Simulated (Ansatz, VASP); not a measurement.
CdGeAs2: VASP beside Ansatz

INCAR

```
SYSTEM = CdGeAs2
PREC = Accurate
ENCUT = 520
EDIFF = 1E-6
ISMEAR = -1
SIGMA = 0.05
LREAL = .False.
LASPH = .True.
NELM = 80
ALGO = Normal
ISIF = 2
LWAVE = .False.
LCHARG = .True.
GGA = CA
LELF = .True.
LVHAR = .True.
NBANDS = 46
```

The input KPOINTS:

```
regular mesh
0
Gamma
  6 6 6
  0 0 0
```

The input POSCAR:

```
CdGeAs2
1.0
   -2.9888745628      2.9888745628      5.6642966801
    2.9888745628     -2.9888745628      5.6642966801
    2.9888745628      2.9888745628     -5.6642966801
Cd As Ge
2 4 2
Direct
    0.5000000000      0.5000000000      0.0000000000
    0.2500000000      0.7500000000      0.5000000000
    0.0962175700      0.1250000000      0.4712175700
    0.3750000000      0.9037824300      0.0287824300
    0.6537824300      0.6250000000      0.5287824300
    0.8750000000      0.3462175700      0.9712175700
    0.7500000000      0.2500000000      0.5000000000
    0.0000000000      0.0000000000      0.0000000000
```

File input.yaml:

```yaml
crystal:
  lattice:
    - [-2.9888745628, 2.9888745628, 5.6642966801]
    - [2.9888745628, -2.9888745628, 5.6642966801]
    - [2.9888745628, 2.9888745628, -5.6642966801]
  atoms:
    - { symbol: Cd, position: [0.5, 0.5, 0.0] }
    - { symbol: Cd, position: [0.25, 0.75, 0.5] }
    - { symbol: As, position: [0.09621757, 0.125, 0.47121757] }
    - { symbol: As, position: [0.375, 0.90378243, 0.02878243] }
    - { symbol: As, position: [0.65378243, 0.625, 0.52878243] }
    - { symbol: As, position: [0.875, 0.34621757, 0.97121757] }
    - { symbol: Ge, position: [0.75, 0.25, 0.5] }
    - { symbol: Ge, position: [0.0, 0.0, 0.0] }
hamiltonian:
  xc: lda
  pseudopotentials: { kind: paw }
kpoints:
  mp_grid: { grid: [6, 6, 6] }
  band_path:
    path:
      - [[0.0, 0.0, 0.0], [0.0, 0.0, 0.5], [-0.1392173611, 0.1392173611, 0.5], [-0.3196086806, 0.3196086806, 0.3196086806], [0.0, 0.0, 0.0], [0.5, 0.5, -0.5], [0.3196086806, 0.6803913194, -0.3196086806], [0.0, 0.5, 0.0], [0.25, 0.25, 0.25], [0.5, 0.5, -0.1392173611], [0.5, 0.5, -0.5]]
      - [[0.0, 0.0, 0.5], [0.25, 0.25, 0.25]]
    npoints: 10
scf:
  occupations: { method: fermi_dirac, width: 0.05 }
  n_extra_bands: 20
output:
  forces: true
  stress: true
  eigenvalues: true
  fatbands: true
```

Alike in both runs: functional LDA; k mesh 6 × 6 × 6; occupations fermi-dirac, width 0.05 eV; no spin polarisation.

|  | VASP | Ansatz |
| --- | --- | --- |
| version | VASP 6.6.1 | Ansatz 0.2.0 |
| potentials or method | VASP PAW LDA potentials, release 64 (Cd, As, Ge_d) | Ansatz PAW |
| plane-wave cutoff (eV) | 520 | 420 |
| valence electrons in the cell | 72 | 128 |
| task | single point | band structure |

```csv
,VASP,Ansatz,Ansatz less VASP
gap on the k mesh at the Fermi level (eV),0.19,0.19,0.000
least direct gap on the mesh (eV),0.22,0.22,+0.002
pressure (GPa),-2.3,-2.6,-0.31
"traceless stress, the component that is largest in VASP (GPa)",0.17,0.18,+0.012
rms of the force components (eV/Å),0.086,0.091,+0.0043
```

LDA's correlation is that of Perdew and Zunger in VASP and of Perdew and Wang (1992) in Ansatz. Atom by atom the forces differ by 0.004 eV/Å (rms over components). VASP's potentials hold 72 valence electrons a cell and Ansatz's 128, so a difference there can come from the potentials and not from the codes.

Noted on Ansatz's run: the k mesh misses the band edges, so the gap on the mesh is wider than the one along the path.
